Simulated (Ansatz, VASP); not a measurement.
This is a calculation of BaZrO3 for Ansatz 0.2.0.

File input.yaml:

```yaml
crystal:
  lattice:
    - [4.19134, 0.0, 0.0]
    - [0.0, 4.19134, 0.0]
    - [0.0, 0.0, 4.19134]
  atoms:
    - { symbol: Ba, position: [0.0, 0.0, 0.0] }
    - { symbol: Zr, position: [0.5, 0.5, 0.5] }
    - { symbol: O, position: [0.5, 0.5, 0.0] }
    - { symbol: O, position: [0.5, 0.0, 0.5] }
    - { symbol: O, position: [0.0, 0.5, 0.5] }
hamiltonian:
  xc: r2scan
  pseudopotentials: { kind: paw }
kpoints:
  mp_grid: { grid: [6, 6, 6] }
scf:
  occupations: { method: fermi_dirac, width: 0.05 }
output:
  forces: true
  stress: true
  eigenvalues: true
```

Potentials or basis: Ansatz PAW.

The run is started by

```sh
$ ansatz run input.yaml --threads 1 --pin off --max-ram 3584MiB --backend cpu --events-out ev --progress --plain --runs-dir out
```

Task: Set up the same calculation for VASP 6.6.1. Potentials there: VASP PAW PBE potentials, release 64 (Ba_sv, Zr_sv, O_h).

Result: As run (the cutoff follows the program's own potentials):

File POSCAR:

```
BaZrO3
1.0
    4.1913400000      0.0000000000      0.0000000000
    0.0000000000      4.1913400000      0.0000000000
    0.0000000000      0.0000000000      4.1913400000
Ba Zr O
1 1 3
Direct
    0.0000000000      0.0000000000      0.0000000000
    0.5000000000      0.5000000000      0.5000000000
    0.5000000000      0.5000000000      0.0000000000
    0.5000000000      0.0000000000      0.5000000000
    0.0000000000      0.5000000000      0.5000000000
```

File INCAR.step1:

```
ALGO = Normal ; EDIFF = 1E-5
ENCUT = 1480 ; GGA = PE
GGA_COMPAT = F ; ISMEAR = -1
LASPH = T ; LCHARG = F
LREAL = F ; LWAVE = T
NBANDS = 28 ; NELM = 120
PREC = Accurate ; SIGMA = 0.05
```

Contents of INCAR.step2:

```
ALGO = Normal ; EDIFF = 1E-6
ENCUT = 1480 ; GGA_COMPAT = F
ISIF = 2 ; ISMEAR = -1
ISTART = 1 ; LASPH = T
LCHARG = F ; LMIXTAU = T
LREAL = F ; LWAVE = F
METAGGA = R2SCAN ; NBANDS = 28
NELM = 120 ; PREC = Accurate
SIGMA = 0.05
```

KPOINTS

```
k-points
0
Gamma
  6 6 6
```

Potentials or basis: VASP PAW PBE potentials, release 64 (Ba_sv, Zr_sv, O_h).

Command:

```sh
$ cat potpaw_PBE.64/Ba_sv/POTCAR potpaw_PBE.64/Zr_sv/POTCAR potpaw_PBE.64/O_h/POTCAR > POTCAR
$ cp INCAR.step1 INCAR
$ mpirun -np 1 vasp_std > vasp.out
$ cp INCAR.step2 INCAR
$ mpirun -np 1 vasp_std > vasp.out
```

Both were run:

|  | VASP | Ansatz | Ansatz less VASP |
| --- | --- | --- | --- |
| gap on the k mesh at the Fermi level (eV) | 3.71 | 3.76 | +0.043 |
| least direct gap on the mesh (eV) | 3.95 | 3.97 | +0.021 |
| pressure (GPa) | 2.6 | 1.6 | -0.94 |

VASP's potentials were made for PBE, not for r2SCAN. With one functional, cell and mesh, what is left measures potentials, basis and numerics.

Spin-orbit coupling is off throughout.
